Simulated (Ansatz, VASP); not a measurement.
**Two plane-wave programs on Ru**

```
Ru
1.0
     2.70580    0.00000    0.00000
    -1.35290    2.34329    0.00000
     0.00000    0.00000    4.28190
Ru
2
Cartesian
  1.3529 0.7811 3.2114
  0.0000 1.5622 1.0705
```

Alike in both runs: task relaxation of cell and atoms; functional PBEsol; k mesh 11 × 11 × 6; occupations fermi-dirac, width 0.05 eV; no spin polarisation.

|  | VASP | Ansatz |
| --- | --- | --- |
| version | VASP 6.6.1 | Ansatz 0.2.0 |
| potentials or method | VASP PAW PBE potentials, release 64 (Ru_pv) | Ansatz PAW |
| plane-wave cutoff (eV) | 600 | 420 |
| valence electrons in the cell | 28 | 32 |

|  | VASP | Ansatz | Ansatz less VASP |
| --- | --- | --- | --- |
| gap on the k mesh at the Fermi level, each at its own relaxed structure (eV) | none | none | - |
| relaxed volume (Å³/atom) | 13.32 | 13.32 | +0.004 |
| relaxed length of the cell vector where the two differ most in proportion (Å) | 2.689 | 2.689 | +0.0006 |

VASP's potentials were made for PBE, not for PBEsol. A gap of «none» marks a metal or a gap that the smearing closes. VASP's potentials hold 28 valence electrons a cell and Ansatz's 32, so a difference there can come from the potentials and not from the codes.

Noted on Ansatz's run: the plane-wave basis is chosen anew once the cell has moved, so the energies of steps on either side of that aren't comparable.
